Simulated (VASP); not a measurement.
Set up this calculation in VASP 6.6.1, as the native input.

- Task: single point
- Functional: PBE
- Potentials or basis: VASP PAW PBE potentials, release 64 (K_sv, La)
- Cutoff: 520 eV
- k mesh: 11 × 11 × 11
- Occupations: fermi-dirac, width 0.05 eV
- Spin: no spin polarisation
- Dipole correction: no
- Further INCAR settings: ALGO = Normal; EDIFF = 1e-06; NBANDS = 17

The structure of KLa (L11 type) lies in POSCAR:

```
KLa
1.0
    1.8935674168     -1.0932516578      7.4291209337
    0.0000000000      2.1865033157      7.4291209337
   -1.8935674168     -1.0932516578      7.4291209337
K La
1 1
Direct
    0.0000000000      0.0000000000      0.0000000000
    0.5000000000      0.5000000000      0.5000000000
```

One way to write it, as run:

INCAR

```
SYSTEM = KLa
PREC = Accurate ; ENCUT = 520
EDIFF = 1E-6 ; ISMEAR = -1
SIGMA = 0.05 ; LREAL = .False.
LASPH = .True. ; NELM = 80
ALGO = Normal ; ISIF = 2
LWAVE = .False. ; LCHARG = .True.
GGA = PE ; LELF = .True.
LVHAR = .True. ; NBANDS = 17
```

KPOINTS

```
Automatic mesh
0
Gamma
  11 11 11
  0 0 0
```

Potentials or basis: VASP PAW PBE potentials, release 64 (K_sv, La).

Launch:

```bash
$ cat potpaw_PBE.64/K_sv/POTCAR potpaw_PBE.64/La/POTCAR > POTCAR
$ mpirun -np 1 vasp_std > vasp.out
```

It gave:

```json
{
 "Pressure": "0.0 GPa",
 "Band gap on the k mesh": "zero (bands 10 and 11 overlap by 0.52 eV)"
}
```

Caveat: spin-orbit coupling is left out, which moves the levels of the heavy elements.

It took 5.3 min on 1 thread of Intel(R) Xeon(R) 6975P-C (Granite Rapids), on a shared host, peak memory 0.69 GiB.
